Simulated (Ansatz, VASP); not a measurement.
Ge: VASP beside Ansatz

INCAR

```
ALGO = Normal
EDIFF = 1E-7
ENCUT = 520
GGA = CA
ISIF = 2
ISMEAR = 0
LASPH = T
LCHARG = T
LELF = T
LREAL = F
LVHAR = T
LWAVE = F
NBANDS = 21
NELM = 60
PREC = Accurate
SIGMA = 0.15
```

KPOINTS

```
k-points
0
Gamma
  16 16 16
```

POSCAR

```
Ge
1.0
    0.0000000000      2.5998993677      2.9352863861
    2.5998993677      0.0000000000      2.9352863861
    2.5998993677      2.5998993677      0.0000000000
Ge
2
Direct
    0.5000000000      0.5000000000      0.5000000000
    0.7500000000      0.7500000000      0.7500000000
```

Input for Ansatz:

```yaml
crystal:
  lattice:
    - [0.0, 2.5998993677, 2.9352863861]
    - [2.5998993677, 0.0, 2.9352863861]
    - [2.5998993677, 2.5998993677, 0.0]
  atoms:
    - { symbol: Ge, position: [0.5, 0.5, 0.5] }
    - { symbol: Ge, position: [0.75, 0.75, 0.75] }
basis:
  ecutwfc: 420
kpoints:
  mp_grid: { grid: [16, 16, 16] }
hamiltonian:
  xc: lda
scf:
  occupations: { method: gaussian, width: 0.15 }
output:
  forces: true
  stress: true
  eigenvalues: true
```

Alike in both runs: task single point; functional LDA; k mesh 16 × 16 × 16; occupations gaussian, width 0.15 eV; no spin polarisation.

```csv
,VASP,Ansatz
version,VASP 6.6.1,Ansatz 0.2.0
potentials or method,"VASP PAW LDA potentials, release 64 (Ge_d), cutoff 520 eV","scalar-relativistic, plane waves, PAW"
valence electrons in the cell,28,28
```

```tsv
	VASP	Ansatz	Ansatz less VASP
gap on the k mesh at the Fermi level (eV)	none	none	-
pressure (GPa)	10.5	10.3	-0.20
traceless stress, the component that is largest in VASP (GPa)	-7.63	-7.64	-0.011
```

LDA's correlation is that of Perdew and Zunger in VASP and of Perdew and Wang (1992) in Ansatz. A gap of «none» marks a metal or a gap that the smearing closes.
